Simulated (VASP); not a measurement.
# I (P6_3/mmc) in VASP: notebook, part 2 of 2

VASP 6.6.1. The steps go on from the part before.

## 3. Relaxation of cell and atoms, PBEsol, target pressure 10 GPa, at which the enthalpy is minimised

INCAR

```
PREC = Accurate ; ENCUT = 600
EDIFF = 1E-6 ; ISMEAR = -1
SIGMA = 0.05 ; LREAL = False
LASPH = True ; NELM = 60
ALGO = Normal ; ISIF = 3
LWAVE = False ; LCHARG = False
GGA = PS ; IBRION = 2
NSW = 80 ; EDIFFG = -0.01
PSTRESS = 100.0
```

KPOINTS

```
regular mesh
0
Gamma
  8 8 5
```

POSCAR

```
I
1.0
    3.5900000000      0.0000000000      0.0000000000
   -1.7950000000      3.1090311996      0.0000000000
    0.0000000000      0.0000000000      5.8624700000
I
2
Direct
    0.3333333333      0.6666666667      0.2500000000
    0.6666666667      0.3333333333      0.7500000000
```

Potentials or basis: VASP PAW PBE potentials, release 64 (I).

Started as:

```bash
cat potpaw_PBE.64/I/POTCAR > POTCAR
mpirun -np 1 vasp_std > vasp.out
```

Run time: 3.4 min. Hardware: 1 thread of Intel Xeon 6975P-C (Granite Rapids), shared host; peak memory 0.21 GiB.

The run converged. Its results:

```
Free energy                                                : -2.7035 eV
Relaxed volume                                             : 27.78 Å³/atom
Relaxed cell                                               : a = 3.135 Å, b = 3.135 Å, c = 6.527 Å, α = 90.00°, β = 90.00°, γ = 120.00°
Space group after relaxing (to 0.1 Å)                      : P6_3/mmc (No. 194)
Energy change on relaxing (the run minimises the enthalpy) : -9.0 meV/atom
Ionic steps                                                : 31
Pressure after relaxing                                    : 10.0 GPa
Band gap on the k mesh                                     : zero (bands 7 and 8 overlap by 4.00 eV)
```

The path:
```
step  energy change (eV)  largest force (eV/Å)  pressure (GPa)  volume (Å³)
   1              0.0000                0.0000           -0.41        65.43
   2              0.8901                0.0000           22.30        47.29
   3              0.2775                0.0000            9.85        53.65
   4              0.2912                0.0000           10.14        53.43
   5              0.2890                0.0000           10.17        53.41
   6              0.2801                0.0000           10.22        53.34
   7              0.2606                0.0000           10.69        53.13
   8              0.2447                0.0000           13.11        52.48
   9              0.9370                0.0000           28.34        50.32
  10              0.2441                0.0000           13.88        52.31
  11              0.3919                0.0000           19.17        51.43
  12              0.2486                0.0000           14.68        52.15
  13              0.2583                0.0000           15.35        52.03
  14              0.2542                0.0000           15.11        52.07
  15              0.2536                0.0000           15.12        52.08
  16              0.2521                0.0000           15.18        52.09
  17              0.2497                0.0000           15.28        52.12
  18              0.2489                0.0000           15.33        52.13
  19              0.2466                0.0000           15.28        52.16
  20              0.2397                0.0000           15.16        52.23
  21              0.2262                0.0000           14.92        52.38
  22              0.1998                0.0000           14.40        52.67
  23              0.1493                0.0000           13.43        53.26
  24              0.0574                0.0000           11.64        54.45
  25             -0.0935                0.0000            8.51        56.87
  26             -0.0229                0.0000           10.02        55.64
  27             -0.0185                0.0000           10.09        55.57
  28             -0.0184                0.0000           10.09        55.57
  29             -0.0181                0.0000           10.06        55.57
  30             -0.0175                0.0000           10.01        55.56
  31             -0.0179                0.0000           10.05        55.56
```

Final structure:
```
I
1.0
     3.13516    0.00000    0.00000
    -1.56758    2.71513    0.00000
     0.00000    0.00000    6.52736
I
2
Cartesian
  0.0000 1.8101 1.6318
  1.5676 0.9050 4.8955
```

Levels at points of the mesh, in eV from the Fermi level:
| k point | band 4 | band 5 | band 6 | band 7 | band 8 | band 9 | band 10 | band 11 |
| --- | --- | --- | --- | --- | --- | --- | --- | --- |
| (0.00, 0.00, 0.00) | -1.07 | 2.42 | 2.42 | 2.82 | 2.82 | 5.20 | 9.11 | 10.50 |
| (0.50, 0.00, 0.00) | -6.26 | -2.76 | -1.17 | -0.41 | 0.43 | 5.03 | 5.35 | 6.85 |

Caveat: the cell is relaxed towards a set pressure, so the run minimises the enthalpy, not the energy; the volume moved by over 15 % at a fixed basis, so the end points are rough; the PAW data sets were made with another functional, which shifts forces and pressure a little; spin-orbit coupling is left out, which moves the levels of the heavy elements; this functional lacks dispersion, which binds layers or chains, so the pressure and a relaxed spacing across them are unreliable.

## 4. Relaxation of cell and atoms, PBEsol, target pressure 20 GPa, at which the enthalpy is minimised

INCAR

```
PREC = Accurate ; ENCUT = 600
EDIFF = 1E-7 ; ISMEAR = -1
SIGMA = 0.05 ; LREAL = False
LASPH = True ; NELM = 100
ALGO = Normal ; ISIF = 3
LWAVE = False ; LCHARG = False
GGA = PS ; IBRION = 2
NSW = 80 ; EDIFFG = -0.01
PSTRESS = 200.0
```

KPOINTS

```
Automatic mesh
0
Gamma
  8 8 5
```

POSCAR is that of step 3.

Potentials or basis: VASP PAW PBE potentials, release 64 (I).

Started as:

```bash
cat potpaw_PBE.64/I/POTCAR > POTCAR
mpirun -np 1 vasp_std > vasp.out
```

OUTCAR:

```text
PREC = Accurate
   ENCUT = 600
   EDIFF = 1E-7
   ISMEAR = -1
   LREAL = False
   LASPH = True
   NELM = 100
   ISIF = 3
   GGA = PS
   IBRION = 2
   NSW = 80
   EDIFFG = -0.01
   PSTRESS = 200.0

 ion  position               nearest neighbor table
   1  0.333  0.667  0.250-
   2  0.667  0.333  0.750-

  LATTYP: Found a hexagonal cell.
 ALAT       =     3.5900000000
 C/A-ratio  =     1.6330000000

  Lattice vectors:

 A1 = (   3.5900000000,   0.0000000000,   0.0000000000)
 A2 = (  -1.7950000000,   3.1090311996,   0.0000000000)
 A3 = (   0.0000000000,   0.0000000000,   5.8624700000)

Analysis of symmetry for initial positions (statically):
=====================================================================
 Subroutine PRICEL returns:
 Original cell was already a primitive cell.

 Routine SETGRP: Setting up the symmetry group for a
 hexagonal supercell.

 Subroutine GETGRP returns: Found 24 space group operations
 (whereof 12 operations were pure point group operations)
 out of a pool of 24 trial point group operations.

The static configuration has the point symmetry D_3d.
 The point group associated with its full space group is D_6h.

Analysis of symmetry for dynamics (positions and initial velocities):
=====================================================================
 Subroutine PRICEL returns:
 Original cell was already a primitive cell.

 Routine SETGRP: Setting up the symmetry group for a
 hexagonal supercell.

 Subroutine GETGRP returns: Found 24 space group operations
 (whereof 12 operations were pure point group operations)
 out of a pool of 24 trial point group operations.

The dynamic configuration has the point symmetry D_3d.
 The point group associated with its full space group is D_6h.

 Subroutine INISYM returns: Found 24 space group operations
 (whereof 12 operations are pure point group operations),
 and found     1 'primitive' translations

----------------------------------------------------------------------------------------

                                     Primitive cell

  volume of cell :      65.4335
[... 95 lines left out ...]
   ISIF   =      3    stress and relaxation
   ISYM   =      2    0-nonsym 1-usesym 2-fastsym
   POTIM  = 0.5000    time-step for ionic-motion
   TEBEG  =    0.0;   TEEND  =   0.0 temperature during run
   PSTRESS=  200.0 pullay stress
   NELECT =      14.0000    total number of electrons
   NUPDOWN=      -1.0000    fix difference up-down
   EMIN   =  10.00;   EMAX   =-10.00  energy-range for DOS
   EFERMI =   0.00;   METHOD = LEGACY
   ISMEAR =    -1;   SIGMA  =   0.05  broadening in eV -4-tet -1-fermi 0-gaus
   EFERMI_NEDOS =   21; number of points for ismear=-14 and -15
   IALGO  =     38    algorithm
   IMIX   =      4    mixing-type and parameters
     AMIX     =   0.40;   BMIX     =  1.00
     AMIX_MAG =   1.60;   BMIX_MAG =  1.00
  volume/ion in A,a.u.               =      32.72       220.78
  Fermi-wavevector in a.u.,A,eV,Ry     =   0.979154  1.850332 13.044472  0.958742
  Thomas-Fermi vector in A             =   2.109985
   LORBIT       =      0    0 simple, 1 ext, 2 COOP (PROOUT), +10 PAW based schemes
   GGA     = PS    functional components
   LHFCALC =     F    Hartree Fock is set to
   AEXX    =    0.0000 exact exchange contribution
   IVDW    =     0    specifies the selected vdW correction
   LEPSILON=     F    determine dielectric tensor
   LRPA    =     F    only Hartree local field effects (RPA)
 conjugate gradient relaxation of ions
 non-spin polarized calculation
  energy-cutoff  :      600.00
  volume of cell :       65.43
 maximum number of plane-waves:      2196
 NGX is ok and might be reduce to    30
   NGX = 15   NGY = 15   NGZ = 23

--------------------------------------- Ionic step        1  -------------------------------------------

 number of electron      14.0000000 magnetization

 Free energy of the ion-electron system (eV)
  ---------------------------------------------------
  ext. energy  EPLUGINS =         0.00000000
  ---------------------------------------------------
  free energy    TOTEN  =        -2.68558094 eV

  energy without entropy =       -2.65428535  energy(sigma->0) =       -2.66993315

 E-fermi :   5.2353     XC(G=0):  -9.5858

 val. band max:        5.2339759777   @ k =   0.2500   0.1250   0.4000
 cond. band min:       5.2858211554   @ k =   0.2500   0.1250   0.0000
 fundamental gap:      0.0518451777
 Fermi energy:         5.2352523792
[... 779 lines left out ...]
  band No.  band energies     occupation
      1      -3.6655      2.00000
      2      -3.2450      2.00000
      3       3.6545      2.00000
      4       4.0831      2.00000
      5       6.9994      2.00000
      6       8.4768      2.00000
      7      10.0007      1.30172
      8      10.4303      0.00069
      9      14.8042      0.00000
     10      15.7663      0.00000
     11      15.9041      0.00000

 [... further k-points ...]

[... ionic steps 4 to 18 ...]

--------------------------------------- Ionic step       19  -------------------------------------------

 number of electron      14.0000001 magnetization

------------------------ aborting loop because EDIFF is reached ----------------------------------------
[... 71 lines left out ...]
--------------------------------------- Ionic step       21  -------------------------------------------

 number of electron      14.0000002 magnetization

 Free energy of the ion-electron system (eV)
  ---------------------------------------------------
  ext. energy  EPLUGINS =         0.00000000
  ---------------------------------------------------
  free energy    TOTEN  =        -2.15615931 eV

  energy without entropy =       -2.14990888  energy(sigma->0) =       -2.15303409

 E-fermi :   9.3949     XC(G=0): -10.8224

 val. band max:        9.3274024234   @ k =   0.2500   0.0000   0.0000
 cond. band min:       9.4991433553   @ k =   0.3750   0.0000   0.4000
 fundamental gap:      0.1717409320
 Fermi energy:         9.3949454974
[... 369 lines left out ...]
  energy  without entropy=       -2.1499088762  energy(sigma->0) =       -2.15303409

  enthalpy is  TOTEN    =         4.0299560121 eV   P V=        6.1861153178

 reached required accuracy - stopping structural energy minimisation
```

CONTCAR:

```text
I
   1.00000000000000
     3.0574697996659843    0.0000000000000000   -0.0000000000000001
    -1.5287348998329922    2.6478465178902231   -0.0000000000000000
    -0.0000000000000000    0.0000000000000001    6.1212992988806221
  I
     2
Direct
     0.3333333332999970    0.6666666667000030    0.2500000000000000
     0.6666666667000030    0.3333333332999970    0.7500000000000000

  0.00000000E+00  0.00000000E+00  0.00000000E+00
  0.00000000E+00  0.00000000E+00  0.00000000E+00
```

Run time: 2.9 min. Hardware: 1 thread of Intel Xeon 6975P-C (Granite Rapids), shared host; peak memory 0.21 GiB.

What came out:

| Property | Result |
| --- | --- |
| Free energy | -2.1562 eV |
| Relaxed volume | 24.78 Å³/atom |
| Relaxed cell | a = 3.057 Å, b = 3.057 Å, c = 6.121 Å, α = 90.00°, β = 90.00°, γ = 120.00° |
| Space group after relaxing (to 0.1 Å) | P6_3/mmc (No. 194) |
| Energy change on relaxing (the run minimises the enthalpy) | +264.7 meV/atom |
| Ionic steps | 21 |
| Pressure after relaxing | 20.0 GPa |
| Band gap on the k mesh | zero (bands 7 and 8 overlap by 4.78 eV) |

The path:
```
step  energy change (eV)  largest force (eV/Å)  pressure (GPa)  volume (Å³)
   1              0.0000                0.0000           -0.41        65.43
   2              5.6752                0.0000          110.50        33.37
   3              0.6211                0.0000           17.11        49.50
   4              0.7138                0.0000           18.92        48.68
   5              0.7712                0.0000           20.02        48.20
   6              0.7668                0.0000           20.02        48.18
   7              0.7608                0.0000           20.16        48.13
   8              0.7567                0.0000           20.89        48.00
   9              0.7968                0.0000           23.24        47.61
  10              0.8210                0.0000           24.39        47.44
  11              0.8073                0.0000           23.74        47.53
  12              0.8018                0.0000           23.71        47.57
  13              0.7856                0.0000           23.63        47.68
  14              0.7549                0.0000           23.57        47.89
  15              0.7026                0.0000           23.66        48.30
  16              0.7302                0.0000           23.59        48.07
  17              0.7154                0.0000           23.61        48.19
  18              0.6875                0.0000           23.07        48.38
  19              0.6074                0.0000           21.52        48.95
  20              0.4619                0.0000           18.64        50.12
  21              0.5294                0.0000           19.98        49.56
```

Final structure:
```cif
data_structure
_symmetry_space_group_name_H-M 'P 1'
_symmetry_Int_Tables_number 1
_cell_length_a 3.0575
_cell_length_b 3.0575
_cell_length_c 6.1213
_cell_angle_alpha 90.000
_cell_angle_beta 90.000
_cell_angle_gamma 120.000
_cell_volume 49.56
loop_
_atom_site_label
_atom_site_type_symbol
_atom_site_fract_x
_atom_site_fract_y
_atom_site_fract_z
_atom_site_occupancy
I1 I 0.33333 0.66667 0.25000 1
I2 I 0.66667 0.33333 0.75000 1
```

Caveat: the cell is relaxed towards a set pressure, so the run minimises the enthalpy, not the energy; the volume moved by over 15 % at a fixed basis, so the end points are rough; the PAW data sets were made with another functional, which shifts forces and pressure a little; spin-orbit coupling is left out, which moves the levels of the heavy elements; this functional lacks dispersion, which binds layers or chains, so the pressure and a relaxed spacing across them are unreliable.

## 5. Relaxation of cell and atoms, PBEsol, target pressure 30 GPa, at which the enthalpy is minimised

INCAR

```
ALGO = Normal ; EDIFF = 1E-6
EDIFFG = -0.01 ; ENCUT = 600
GGA = PS ; IBRION = 2
ISIF = 3 ; ISMEAR = -1
LASPH = True ; LCHARG = False
LREAL = False ; LWAVE = False
NELM = 80 ; NSW = 80
PREC = Accurate ; PSTRESS = 300.0
SIGMA = 0.05
```

KPOINTS

```
k-points
0
Gamma
  8 8 5
```

POSCAR is that of step 4.

Started as:

```bash
cat potpaw_PBE.64/I/POTCAR > POTCAR
mpirun -np 1 vasp_std > vasp.out
```

Run time: 1.9 min. Hardware: 1 thread of Intel Xeon 6975P-C (Granite Rapids), shared host; peak memory 0.22 GiB.

The run converged. Its results:

| Quantity | Value |
| --- | --- |
| Free energy | -1.4584 eV |
| Relaxed volume | 22.50 Å³/atom |
| Relaxed cell | a = 3.081 Å, b = 3.081 Å, c = 5.473 Å, α = 90.00°, β = 90.00°, γ = 120.00° |
| Space group after relaxing (to 0.1 Å) | P6_3/mmc (No. 194) |
| Energy change on relaxing (the run minimises the enthalpy) | +613.6 meV/atom |
| Ionic steps | 17 |
| Pressure after relaxing | 30.0 GPa |
| Band gap on the k mesh | zero (bands 7 and 8 overlap by 5.28 eV) |

The path:
```tsv
step	energy change (eV)	largest force (eV/Å)	pressure (GPa)	volume (Å³)
1	0.0000	0.0000	-0.41	65.43
2	21.5515	0.0000	442.51	22.48
3	0.7487	0.0000	19.56	48.39
4	0.9747	0.0000	23.88	46.72
5	1.3214	0.0000	30.33	44.66
6	1.2538	0.0000	29.14	45.02
7	1.2510	0.0000	29.20	44.98
8	1.2511	0.0000	29.45	44.94
9	1.2633	0.0000	30.29	44.82
10	1.3311	0.0000	32.64	44.51
11	1.2789	0.0000	30.98	44.72
12	1.2729	0.0000	30.78	44.76
13	1.2766	0.0000	30.91	44.73
14	1.0584	0.0000	27.10	45.96
15	1.2371	0.0000	30.21	44.94
16	1.2130	0.0000	29.71	45.07
17	1.2272	0.0000	30.00	44.99
```

Final structure:
```
I
1.0
     3.08106    0.00000    0.00000
    -1.54053    2.66827    0.00000
     0.00000    0.00000    5.47301
I
2
Cartesian
  0.0000 1.7788 1.3683
  1.5405 0.8894 4.1048
```

Levels at points of the mesh, in eV from the Fermi level:
| k point | band 4 | band 5 | band 6 | band 7 | band 8 | band 9 | band 10 | band 11 |
| --- | --- | --- | --- | --- | --- | --- | --- | --- |
| (0.00, 0.00, 0.00) | 1.28 | 1.75 | 1.75 | 2.94 | 2.94 | 7.70 | 7.83 | 9.85 |
| (0.50, 0.00, 0.00) | -6.57 | -4.50 | -2.18 | -1.57 | 0.76 | 3.95 | 6.07 | 7.39 |

Caveat: the cell is relaxed towards a set pressure, so the run minimises the enthalpy, not the energy; the volume moved by over 15 % at a fixed basis, so the end points are rough; the PAW data sets were made with another functional, which shifts forces and pressure a little; spin-orbit coupling is left out, which moves the levels of the heavy elements.

## 6. Overview

| cell | gap on the mesh (eV) | pressure (GPa) |
| --- | --- | --- |
| relaxed | none | 0.0 |
| relaxed to 10 GPa | none | 10.0 |
| relaxed to 20 GPa | none | 20.0 |
| relaxed to 30 GPa | none | 30.0 |

Alike in all rows: task relaxation of cell and atoms; level PBEsol; potentials or basis VASP PAW PBE potentials, release 64 (I); no spin polarisation; k mesh 8 × 8 × 5; cutoff (eV) 600; smearing fermi-dirac 0.05 eV.

Caveats: the PAW data sets were made with another functional, which shifts forces and pressure a little; spin-orbit coupling is left out, which moves the levels of the heavy elements; this functional lacks dispersion, which binds layers or chains, so the pressure and a relaxed spacing across them are unreliable (at least some runs); the cell is relaxed towards a set pressure, so the run minimises the enthalpy, not the energy (at least some runs); the volume moved by over 15 % at a fixed basis, so the end points are rough (at least some runs); a cell axis changed by over 15 % at a fixed basis, so the end point is rough (at least some runs).

Absolute energies hang on the potentials; compare differences alone.

The gap in the log of VASP goes by the Fermi energy; the results here count the filled bands.